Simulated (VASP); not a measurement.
# GaN (F-43m) in VASP: further runs

Runs on GaN. Level: PBE. Tasks: vibrations by perturbation theory.

Program: VASP 6.6.1. These are calculated values, not measurements. Logs are shortened: lines on timing, memory, paths and dates and some standing lists are left out, and cuts for length are marked.

**1. The cell of the first run**

Symmetry: F-43m, No. 216, cubic system. The conventional cell has a = 4.500 Å, b = 4.500 Å, c = 4.500 Å, α = 90.00°, β = 90.00°, γ = 90.00°. Within 2.6 Å of Ga (site symmetry -43m) lie 4 N at 1.95 Å. Within 2.6 Å of N (site symmetry -43m) lie 4 Ga at 1.95 Å.

**2. Vibrations by perturbation theory, PBE**

INCAR

```
SYSTEM = GaN
  PREC = Accurate
  ENCUT = 520
  EDIFF = 1E-8
  ISMEAR = 0
  SIGMA = 0.01
  LREAL = .False.
  LASPH = .True.
  NELM = 80
  ALGO = Normal
  ISIF = 2
  LWAVE = .False.
  LCHARG = .False.
  GGA = PE
  IBRION = 8
  NSW = 1
  LEPSILON = .True.
```

KPOINTS

```
regular mesh
0
Gamma
  10 10 10
  0 0 0
```

POSCAR

```
GaN
1.0
    0.0000000000      2.2497934281      2.2497934281
    2.2497934281      0.0000000000      2.2497934281
    2.2497934281      2.2497934281      0.0000000000
Ga N
1 1
Direct
    0.0000000000      0.0000000000      0.0000000000
    0.7500000000      0.7500000000      0.7500000000
```

Potentials or basis: VASP PAW PBE potentials, release 64 (Ga_d, N).

On the command line:

```bash
$ cat potpaw_PBE.64/Ga_d/POTCAR potpaw_PBE.64/N/POTCAR > POTCAR
$ mpirun -np 1 vasp_std > vasp.out
```

OUTCAR:

```text
SYSTEM = GaN
   PREC = Accurate
   ENCUT = 520
   EDIFF = 1E-8
   ISMEAR = 0
   LREAL = .False.
   LASPH = .True.
   NELM = 80
   ISIF = 2
   GGA = PE
   IBRION = 8
   NSW = 1
   LEPSILON = .True.

 ion  position               nearest neighbor table
   1  0.000  0.000  0.000-   2 1.95   2 1.95   2 1.95   2 1.95
   2  0.750  0.750  0.750-   1 1.95   1 1.95   1 1.95   1 1.95

  LATTYP: Found a face centered cubic cell.
 ALAT       =     4.4995868562

  Lattice vectors:

 A1 = (   0.0000000000,   2.2497934281,   2.2497934281)
 A2 = (   2.2497934281,   0.0000000000,   2.2497934281)
 A3 = (   2.2497934281,   2.2497934281,   0.0000000000)

Analysis of symmetry for initial positions (statically):
=====================================================================
 Subroutine PRICEL returns:
 Original cell was already a primitive cell.

 Routine SETGRP: Setting up the symmetry group for a
 face centered cubic supercell.

 Subroutine GETGRP returns: Found 24 space group operations
 (whereof 24 operations were pure point group operations)
 out of a pool of 48 trial point group operations.

The static configuration has the point symmetry T_d .

Analysis of symmetry for dynamics (positions and initial velocities):
=====================================================================
 Subroutine PRICEL returns:
 Original cell was already a primitive cell.

 Routine SETGRP: Setting up the symmetry group for a
 face centered cubic supercell.

 Subroutine GETGRP returns: Found 24 space group operations
 (whereof 24 operations were pure point group operations)
 out of a pool of 48 trial point group operations.

The dynamic configuration has the point symmetry T_d .

 Subroutine INISYM returns: Found 24 space group operations
 (whereof 24 operations are pure point group operations),
 and found     1 'primitive' translations

----------------------------------------------------------------------------------------

                                     Primitive cell

  volume of cell :      22.7750

  direct lattice vectors                    reciprocal lattice vectors
     0.000000000  2.249793428  2.249793428    -0.222242626  0.222242626  0.222242626
     2.249793428  0.000000000  2.249793428     0.222242626 -0.222242626  0.222242626
     2.249793428  2.249793428  0.000000000     0.222242626  0.222242626 -0.222242626

  length of vectors
     3.181688379  3.181688379  3.181688379     0.384935520  0.384935520  0.384935520

  position of ions in fractional coordinates (direct lattice)
     0.000000000  0.000000000  0.000000000
     0.750000000  0.750000000  0.750000000

  ion indices of the primitive-cell ions
   primitive index   ion index
                 1           1
                 2           2

----------------------------------------------------------------------------------------

 KPOINTS: regular mesh

Automatic generation of k-mesh.
 Grid dimensions read from file:
 generate k-points for:   10   10   10

 Generating k-lattice:

  Cartesian coordinates                     Fractional coordinates (reciprocal lattice)
[... 533 lines left out ...]
  ---------------------------------------------------
  ---------------------------------------------------
  free energy    TOTEN  =        -0.33792669 eV

  energy without entropy =       -0.33792669

------------------------ aborting loop because EDIFF is reached ----------------------------------------

--------------------------------------- Ionic step        2  -------------------------------------------

------------------------ aborting loop because EDIFF is reached ----------------------------------------

--------------------------------------- Ionic step        3  -------------------------------------------

------------------------ aborting loop because EDIFF is reached ----------------------------------------

 PIEZOELECTRIC TENSOR FIELD DIRECTION 3  (e Angst)
 -----------------------------------------------------------------------------
    -0.00093  1.46126  0.00000           ( -0.00000  0.10088  0.00000)
     1.46126 -0.00093  0.00000           (  0.10088 -0.00000  0.00000)
     0.00000  0.00000  0.00085           (  0.00000  0.00000 -0.00000)

 PIEZOELECTRIC TENSOR FIELD DIRECTION 3  (C/m^2)
 -----------------------------------------------------------------------------
    -0.00066  1.02797  0.00000
     1.02797 -0.00066  0.00000
     0.00000  0.00000  0.00060

--------------------------------------- Ionic step        4  -------------------------------------------

------------------------ aborting loop because EDIFF is reached ----------------------------------------

[... ionic steps 5 to 6 ...]

--------------------------------------- Ionic step        7  -------------------------------------------

 Free energy of the ion-electron system (eV)
  ---------------------------------------------------
  ---------------------------------------------------
  free energy    TOTEN  =        -0.23368991 eV

  energy without entropy =       -0.23368991

------------------------ aborting loop because EDIFF is reached ----------------------------------------

 INTERNAL STRAIN TENSOR  FOR ION    2  DIRECTION 1   (eV/Angst):
 -----------------------------------------------------------------------------
     0.00342  0.00000  0.00000
     0.00000 -0.00533  8.70527
     0.00000  8.70527 -0.00533

 MACROSCOPIC STATIC DIELECTRIC TENSOR (including local field effects in DFT)
 ------------------------------------------------------
           5.967540     0.000000    -0.000000
           0.000000     5.967540     0.000000
           0.000000    -0.000000     5.967540
 ------------------------------------------------------

 PIEZOELECTRIC TENSOR (including local field effects)  for field in x, y, z        (e  Angst)
          XX          YY          ZZ          XY          YZ          ZX
  --------------------------------------------------------------------------------
  x     0.00000    -0.00000    -0.00000     0.00000     1.46243     0.00000
  y    -0.00000    -0.00000    -0.00000     0.00000     0.00000     1.46243
  z    -0.00000    -0.00000     0.00000     1.46243     0.00000     0.00000

 PIEZOELECTRIC TENSOR (including local field effects)  for field in x, y, z        (C/m^2)
          XX          YY          ZZ          XY          YZ          ZX
  --------------------------------------------------------------------------------
  x     0.00000    -0.00000    -0.00000     0.00000     1.02879     0.00000
  y    -0.00000    -0.00000    -0.00000     0.00000     0.00000     1.02879
  z    -0.00000    -0.00000     0.00000     1.02879     0.00000     0.00000

 BORN EFFECTIVE CHARGES (including local field effects) (in |e|, cummulative output)
 ---------------------------------------------------------------------------------
 ion    1
    1     2.66587     0.00000    -0.00000
    2     0.00000     2.66587     0.00000
    3    -0.00000    -0.00000     2.66587
 ion    2
    1    -2.66587    -0.00000     0.00000
    2    -0.00000    -2.66587    -0.00000
    3     0.00000     0.00000    -2.66587

 INTERNAL STRAIN TENSOR FOR ION    2 for displacements in x,y,z  (eV/Angst):
          X           Y           Z          XY          YZ          ZX
  --------------------------------------------------------------------------------
  x     0.00000     0.00000     0.00000     0.00000     8.70527     0.00000
  y     0.00000     0.00000     0.00000     0.00000     0.00000     8.70527
  z     0.00000     0.00000     0.00000     8.70527     0.00000     0.00000

 SECOND DERIVATIVES (NOT SYMMETRIZED)
 ------------------------------------
               1X          1Y          1Z          2X          2Y          2Z
  1X   -12.455836    0.000000    0.000000   12.455836    0.000000    0.000000
  1Y     0.000000  -12.455836    0.000000    0.000000   12.455836    0.000000
  1Z     0.000000    0.000000  -12.455836    0.000000    0.000000   12.455836
  2X    12.428413    0.000000    0.000000  -12.428413    0.000000    0.000000
  2Y     0.000000   12.428413    0.000000    0.000000  -12.428413    0.000000
  2Z     0.000000    0.000000   12.428413    0.000000    0.000000  -12.428413

 Eigenvectors and eigenvalues of the dynamical matrix
 ----------------------------------------------------

   1 f  =   16.143442 THz   101.432235 2PiTHz  538.487250 cm-1    66.763880 meV
             X         Y         Z           dx          dy          dz
      0.000000  0.000000  0.000000     0.409311   -0.000000    0.000000
      3.374690  3.374690  3.374690    -0.912395   -0.000000    0.000000
[... 21 lines left out ...]
   6 f/i=    0.006644 THz     0.041745 2PiTHz    0.221617 cm-1     0.027477 meV
             X         Y         Z           dx          dy          dz
      0.000000  0.000000  0.000000     0.169698    0.094170    0.891515
      3.374690  3.374690  3.374690     0.076129    0.042246    0.399944

--------------------------------------------------------------------------------------------------------

 MACROSCOPIC STATIC DIELECTRIC TENSOR IONIC CONTRIBUTION
 ------------------------------------------------------
           4.538282     0.000000    -0.000000
           0.000000     4.538282    -0.000000
          -0.000000    -0.000000     4.538282
 ------------------------------------------------------

 ELASTIC MODULI CONTR FROM IONIC RELAXATION (kBar)
 Direction    XX          YY          ZZ          XY          YZ          ZX
 --------------------------------------------------------------------------------
 XX          -0.0000     -0.0000     -0.0000      0.0000      0.0000     -0.0000
 YY          -0.0000     -0.0000     -0.0000      0.0000      0.0000     -0.0000
 ZZ          -0.0000     -0.0000     -0.0000      0.0000      0.0000     -0.0000
 XY           0.0000      0.0000      0.0000   -399.3280      0.0000      0.0000
 YZ           0.0000      0.0000      0.0000      0.0000   -399.3280     -0.0000
 ZX          -0.0000     -0.0000     -0.0000      0.0000     -0.0000   -399.3280
 --------------------------------------------------------------------------------

 PIEZOELECTRIC TENSOR IONIC CONTR  for field in x, y, z        (C/m^2)
          XX          YY          ZZ          XY          YZ          ZX
  --------------------------------------------------------------------------------
  x     0.00000     0.00000     0.00000     0.00000    -1.26673    -0.00000
  y    -0.00000    -0.00000    -0.00000     0.00000    -0.00000    -1.26673
  z     0.00000     0.00000     0.00000    -1.26673     0.00000     0.00000
```

Run time: 3 min. Hardware: 1 thread of Intel Xeon Platinum 8488C (Sapphire Rapids), shared host; peak memory 0.26 GiB.

Results:

```
Electronic dielectric tensor (diagonal)                 : 5.97
Born charges (mean of the diagonal)                     : Ga +2.67; N -2.67 e
Highest phonon frequency at Γ, LO-TO splitting left out : 538 cm⁻¹
```

Phonon frequencies in cm⁻¹ (negative: imaginary):
```tsv
q point	frequencies
(0.000, 0.000, 0.000)	0 0 0 538 538 538
```

Electronic dielectric tensor:
```
5.97 0.00 0.00
0.00 5.97 0.00
0.00 0.00 5.97
```

Born effective charge tensors (e):
atom 1, Ga
```
2.67 0.00 0.00
0.00 2.67 0.00
0.00 0.00 2.67
```
atom 2, N
```
-2.67  0.00  0.00
 0.00 -2.67  0.00
 0.00  0.00 -2.67
```

Caveat: the cell wasn't relaxed at this level first, which shifts response properties.

**3. Vibrations by perturbation theory, PBE**

This run uses another cell than the first one, of 10.32 Å³/atom, 0.906 times its volume.

INCAR

```
SYSTEM = GaN
ALGO = Normal ; EDIFF = 1E-8
ENCUT = 520 ; GGA = PE
IBRION = 8 ; ISIF = 2
ISMEAR = 0 ; LASPH = .True.
LCHARG = .True. ; LEPSILON = .True.
LREAL = .False. ; LWAVE = .False.
NBANDS = 16 ; NELM = 80
NSW = 1 ; PREC = Accurate
SIGMA = 0.01
```

KPOINTS

```
k-points
0
Gamma
  10 10 10
  0 0 0
```

POSCAR

```
GaN
1.0
    0.0000000000      2.1772230372      2.1772230372
    2.1772230372      0.0000000000      2.1772230372
    2.1772230372      2.1772230372      0.0000000000
Ga N
1 1
Direct
    0.0000000000      0.0000000000      0.0000000000
    0.7500000000      0.7500000000      0.7500000000
```

Potentials or basis: VASP PAW PBE potentials, release 64 (Ga_d, N).

On the command line:

```bash
$ cat potpaw_PBE.64/Ga_d/POTCAR potpaw_PBE.64/N/POTCAR > POTCAR
$ mpirun -np 1 vasp_std > vasp.out
```

OUTCAR:

```text
SYSTEM = GaN
   EDIFF = 1E-8
   ENCUT = 520
   GGA = PE
   IBRION = 8
   ISIF = 2
   ISMEAR = 0
   LASPH = .True.
   LEPSILON = .True.
   LREAL = .False.
   NELM = 80
   NSW = 1
   PREC = Accurate

 ion  position               nearest neighbor table
   1  0.000  0.000  0.000-   2 1.89   2 1.89   2 1.89   2 1.89
   2  0.750  0.750  0.750-   1 1.89   1 1.89   1 1.89   1 1.89

  LATTYP: Found a face centered cubic cell.
 ALAT       =     4.3544460744

  Lattice vectors:

 A1 = (   0.0000000000,   2.1772230372,   2.1772230372)
 A2 = (   2.1772230372,   0.0000000000,   2.1772230372)
 A3 = (   2.1772230372,   2.1772230372,   0.0000000000)

Analysis of symmetry for initial positions (statically):
=====================================================================
 Subroutine PRICEL returns:
 Original cell was already a primitive cell.

 Routine SETGRP: Setting up the symmetry group for a
 face centered cubic supercell.

 Subroutine GETGRP returns: Found 24 space group operations
 (whereof 24 operations were pure point group operations)
 out of a pool of 48 trial point group operations.

The static configuration has the point symmetry T_d .

Analysis of symmetry for dynamics (positions and initial velocities):
=====================================================================
 Subroutine PRICEL returns:
 Original cell was already a primitive cell.

 Routine SETGRP: Setting up the symmetry group for a
 face centered cubic supercell.
[... 714 lines left out ...]

 PIEZOELECTRIC TENSOR (including local field effects)  for field in x, y, z        (C/m^2)
          XX          YY          ZZ          XY          YZ          ZX
  --------------------------------------------------------------------------------
  x     0.00000    -0.00000     0.00000     0.00000     1.01032     0.00000
  y     0.00000     0.00000    -0.00000     0.00000     0.00000     1.01032
  z    -0.00000     0.00000    -0.00000     1.01032     0.00000     0.00000

 BORN EFFECTIVE CHARGES (including local field effects) (in |e|, cummulative output)
 ---------------------------------------------------------------------------------
 ion    1
    1     2.61314     0.00000     0.00000
    2     0.00000     2.61314     0.00000
    3     0.00000     0.00000     2.61314
 ion    2
    1    -2.61314     0.00000     0.00000
    2     0.00000    -2.61314     0.00000
    3     0.00000     0.00000    -2.61314

 INTERNAL STRAIN TENSOR FOR ION    2 for displacements in x,y,z  (eV/Angst):
          X           Y           Z          XY          YZ          ZX
  --------------------------------------------------------------------------------
  x     0.00000     0.00000     0.00000     0.00000    14.74575     0.00000
  y     0.00000    -0.00000     0.00000     0.00000     0.00000    14.74575
  z     0.00000     0.00000     0.00000    14.74575     0.00000     0.00000

 SECOND DERIVATIVES (NOT SYMMETRIZED)
 ------------------------------------
               1X          1Y          1Z          2X          2Y          2Z
  1X   -16.439116    0.000000    0.000000   16.439116    0.000000    0.000000
  1Y     0.000000  -16.439116    0.000000    0.000000   16.439116    0.000000
  1Z     0.000000    0.000000  -16.439116    0.000000    0.000000   16.439116
  2X    16.460489    0.000000    0.000000  -16.460489    0.000000    0.000000
  2Y     0.000000   16.460489    0.000000    0.000000  -16.460489    0.000000
  2Z     0.000000    0.000000   16.460489    0.000000    0.000000  -16.460489

 Eigenvectors and eigenvalues of the dynamical matrix
 ----------------------------------------------------

   1 f  =   18.573014 THz   116.697686 2PiTHz  619.529048 cm-1    76.811778 meV
             X         Y         Z           dx          dy          dz
      0.000000  0.000000  0.000000     0.000000    0.408714    0.000000
      3.265835  3.265835  3.265835     0.000000   -0.912662    0.000000
[... 21 lines left out ...]
   6 f/i=    0.004501 THz     0.028279 2PiTHz    0.150131 cm-1     0.018614 meV
             X         Y         Z           dx          dy          dz
      0.000000  0.000000  0.000000     0.000000   -0.912662    0.000000
      3.265835  3.265835  3.265835     0.000000   -0.408714    0.000000

--------------------------------------------------------------------------------------------------------

 MACROSCOPIC STATIC DIELECTRIC TENSOR IONIC CONTRIBUTION
 ------------------------------------------------------
           3.639085     0.000000     0.000000
           0.000000     3.639085     0.000000
           0.000000     0.000000     3.639085
 ------------------------------------------------------

 ELASTIC MODULI CONTR FROM IONIC RELAXATION (kBar)
 Direction    XX          YY          ZZ          XY          YZ          ZX
 --------------------------------------------------------------------------------
 XX          -0.0000      0.0000      0.0000      0.0000     -0.0000      0.0000
 YY           0.0000     -0.0000      0.0000      0.0000      0.0000      0.0000
 ZZ           0.0000      0.0000     -0.0000     -0.0000      0.0000      0.0000
 XY           0.0000      0.0000     -0.0000   -979.0623      0.0000      0.0000
 YZ          -0.0000      0.0000      0.0000      0.0000   -979.0623      0.0000
 ZX           0.0000      0.0000      0.0000      0.0000      0.0000   -979.0623
 --------------------------------------------------------------------------------

 PIEZOELECTRIC TENSOR IONIC CONTR  for field in x, y, z        (C/m^2)
          XX          YY          ZZ          XY          YZ          ZX
  --------------------------------------------------------------------------------
  x    -0.00000     0.00000     0.00000     0.00000    -1.77613     0.00000
  y     0.00000     0.00000     0.00000     0.00000     0.00000    -1.77613
  z     0.00000     0.00000    -0.00000    -1.77613     0.00000     0.00000
```

OSZICAR:

```text
N       E                     dE             d eps       ncg     rms          rms(c)
DAV:   1     0.712700428613E+02    0.71270E+02   -0.94365E+03  1760   0.211E+03
DAV:   2    -0.952162158343E+01   -0.80792E+02   -0.76188E+02  1672   0.312E+02
DAV:   3    -0.140527607304E+02   -0.45311E+01   -0.45153E+01  1784   0.644E+01
DAV:   4    -0.140988680850E+02   -0.46107E-01   -0.46101E-01  1872   0.680E+00
[... 175 lines left out ...]
RMM:   7    -0.236267239079E+00    0.24594E-04   -0.39531E-08 11046   0.239E-03    0.182E-04
RMM:   8    -0.236271503347E+00   -0.42643E-05   -0.10712E-08 11050   0.620E-04    0.341E-05
RMM:   9    -0.236271722245E+00   -0.21890E-06    0.71074E-09 11272   0.182E-04    0.644E-06
RMM:  10    -0.236271717950E+00    0.42949E-08   -0.54964E-10 11202   0.526E-05    0.304E-06
 Linear response finished
```

stdout:

```text
POSCAR found type information on POSCAR GaN
 POSCAR found :  2 types and       2 ions
 scaLAPACK will be used
 LDA part: xc-table for (Slater+PW92), standard interpolation
[... 104 lines left out ...]
 onal to |phi(0)> (1.274362409533075E-004,-4.718447854656915E-015)
 LRF_COMMUTATOR internal error: the vector H(1)-e(1) S(1) |phi(0)> is not orthog
 onal to |phi(0)> (-1.122467855683984E-004,-1.507127755928650E-014)
 LRF_COMMUTATOR internal error: the vector H(1)-e(1) S(1) |phi(0)> is not orthog
 onal to |phi(0)> (1.220794411738169E-004,1.260103132949553E-014)
 LRF_COMMUTATOR internal error: the vector H(1)-e(1) S(1) |phi(0)> is not orthog
 onal to |phi(0)> (-1.137564653138703E-004,1.502270530195915E-015)
 LRF_COMMUTATOR internal error: the vector H(1)-e(1) S(1) |phi(0)> is not orthog
 onal to |phi(0)> (1.708829427155556E-004,1.787459069646502E-014)
 LRF_COMMUTATOR internal error
```

Wall time 3.6 min (1 thread of Intel Xeon 6975P-C (Granite Rapids), shared host); peak memory 0.25 GiB.

What came out:

| Item | Value |
| --- | --- |
| Electronic dielectric tensor (diagonal) | 5.41 |
| Born charges (mean of the diagonal) | Ga +2.61; N -2.61 e |
| Highest phonon frequency at Γ, LO-TO splitting left out | 620 cm⁻¹ |

Phonon frequencies in cm⁻¹ (negative: imaginary):
```tsv
q point	frequencies
(0.000, 0.000, 0.000)	0 0 0 620 620 620
```

Electronic dielectric tensor:
```
5.41 0.00 0.00
0.00 5.41 0.00
0.00 0.00 5.41
```

Born effective charge tensors (e):
atom 1, Ga
```
2.61 0.00 0.00
0.00 2.61 0.00
0.00 0.00 2.61
```
atom 2, N
```
-2.61  0.00  0.00
 0.00 -2.61  0.00
 0.00  0.00 -2.61
```

Caveat: the cell wasn't relaxed at this level first, which shifts response properties.

[end of part 1 of 2]
